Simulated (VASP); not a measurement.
**CoO: single point with PBE+U**

CoO:

```
Co O
1.0
    -1.50800    1.50800    2.10725
     1.50800   -1.50800    2.10725
     1.50800    1.50800   -2.10725
Co O
1 1
Direct
  0.00000 0.00000 0.00000
  0.50000 0.50000 0.00000
```

```
Program             : VASP 6.6.1
Task                : single point
Functional          : PBE
Potentials or basis : VASP PAW PBE potentials, release 64 (Co, O)
Cutoff              : 600 eV
k mesh              : 12 × 12 × 12
Occupations         : fermi-dirac, width 0.1 eV
Spin                : collinear spin, ferromagnetic start
Starting moments    : [1.8, 0.0] μB
Hubbard terms       : Co d U = 6.0 eV
```

The pressure is -0.4 GPa, the band gap on the k mesh is zero (filled and empty bands overlap) and the net moment is 3.00 μB per cell. The site moments are Co +2.83; O +0.18 μB. The valence electrons inside the program's atomic spheres are Co 7.83; O 5.02.

Stress tensor (GPa, compression positive):
```
 2.11  0.00  0.00
 0.00  2.11  0.00
 0.00  0.00 -5.42
```

Levels at points of the mesh, in eV from the Fermi level:
Spin up:
```
           k point  band 6  band 7  band 8  band 9  band 10  band 11  band 12  band 13
(0.00, 0.00, 0.00)   -5.23   -2.60   -2.45   -2.45     1.44    16.47    16.47    16.90
(0.50, 0.00, 0.00)   -5.08   -3.82   -0.90   -0.81     5.45     9.77    13.63    13.86
(0.50, 0.50, 0.00)   -5.29   -4.36   -3.88   -3.66     6.10    10.36    10.38    16.25
(0.50, 0.50, 0.50)   -5.30   -5.30   -3.77   -3.77     6.15    10.44    10.56    16.12
```
Spin down:
| k point | band 2 | band 3 | band 4 | band 5 | band 6 | band 7 | band 8 | band 9 | band 10 | band 11 |
| --- | --- | --- | --- | --- | --- | --- | --- | --- | --- | --- |
| (0.00, 0.00, 0.00) | -3.72 | -2.20 | -2.10 | -2.10 | -1.00 | -1.00 | 1.89 | 2.20 | 2.87 | 17.09 |
| (0.50, 0.00, 0.00) | -7.44 | -4.12 | -3.67 | -2.25 | 0.11 | 0.25 | 4.46 | 5.03 | 5.69 | 10.53 |
| (0.50, 0.50, 0.00) | -6.03 | -3.49 | -3.32 | -2.70 | -2.09 | 0.24 | 2.73 | 3.68 | 7.14 | 10.68 |
| (0.50, 0.50, 0.50) | -6.07 | -4.63 | -3.42 | -3.42 | 0.23 | 0.23 | 3.03 | 3.43 | 7.16 | 10.80 |

Eigenvalues of the final occupation matrices:
| site | spin | trace | eigenvalues |
| --- | --- | --- | --- |
| site 1 d | 1 | 4.98 | 0.98 0.98 0.98 1.02 1.03 |
| site 1 d | 2 | 2.19 | 0.10 0.12 0.50 0.50 0.97 |

Wall time 2.7 min on 1 thread of Intel Xeon 8259CL (shared host), peak memory 0.23 GiB.

Caveat: the stress differs along the axes, from -5 to 2 GPa; a cell with one magnetic atom can't hold antiferromagnetic order, which such compounds often take. The state reached can hang on the start; a lower one may exist.
